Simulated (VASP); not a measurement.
LaSi2Ir2: single point with LDA

LaSi2Ir2:

```xyz
10
Lattice="4.1494 0.0000 0.0000 0.0000 4.1494 0.0000 0.0000 0.0000 9.8594" Properties=species:S:1:pos:R:3 pbc="T T T"
La    0.0000    2.0747    2.5215
La    2.0747    0.0000    7.3379
Si    2.0747    0.0000    1.2617
Si    0.0000    2.0747    8.5977
Si    2.0747    2.0747    4.9297
Si    0.0000    0.0000    4.9297
Ir    2.0747    0.0000    3.6829
Ir    0.0000    2.0747    6.1765
Ir    2.0747    2.0747    0.0000
Ir    0.0000    0.0000    0.0000
```

```yaml
Program: VASP 6.6.1
Task: single point
Functional: LDA
Potentials_or_basis: VASP PAW LDA potentials, release 64 (La, Si, Ir)
Cutoff: 520 eV
k_mesh: 10 × 10 × 6
Occupations: gaussian, width 0.05 eV
Spin: no spin polarisation
Dipole_correction: no
Further_INCAR_settings: ALGO = Normal; EDIFF = 1e-07; NBANDS = 48
```

The pressure is 0.7 GPa and the largest force is 0.052 eV/Å. The band gap on the k mesh is zero (band 37 reaches 10.50 eV, above the bottom of band 38 at 8.67 eV).

Forces in eV/Å, atoms in the order of the input:
```
La   0.000  0.000 -0.001
La   0.000  0.000  0.001
Si   0.000  0.000  0.044
Si   0.000  0.000 -0.044
Si   0.000  0.000  0.000
Si   0.000  0.000  0.000
Ir   0.000  0.000 -0.052
Ir   0.000  0.000  0.052
Ir   0.000  0.000  0.000
Ir   0.000  0.000  0.000
```

Levels at points of the mesh, in eV from the Fermi level:
```csv
k point,band 34,band 35,band 36,band 37,band 38,band 39
"(0.00, 0.00, 0.00)",-0.71,0.18,0.18,0.46,0.75,1.62
"(0.50, 0.00, 0.00)",-2.22,-0.30,-0.30,0.03,0.03,0.77
"(0.50, 0.50, 0.00)",-1.74,-1.65,-1.65,-1.20,-1.20,-0.55
"(0.00, 0.00, 0.50)",-0.35,-0.07,-0.07,0.27,0.46,1.14
"(0.50, 0.00, 0.50)",-2.03,-0.72,-0.72,0.09,0.09,1.08
"(0.50, 0.50, 0.50)",-1.64,-1.52,-1.52,-1.12,-1.12,-0.97
```

Run time: 17 min on 1 thread of AMD EPYC 7R43 64-Core Processor (Zen 3), with other jobs on the host, peak memory 0.63 GiB.

Caveat: spin-orbit coupling is left out, which moves the levels of the heavy elements.
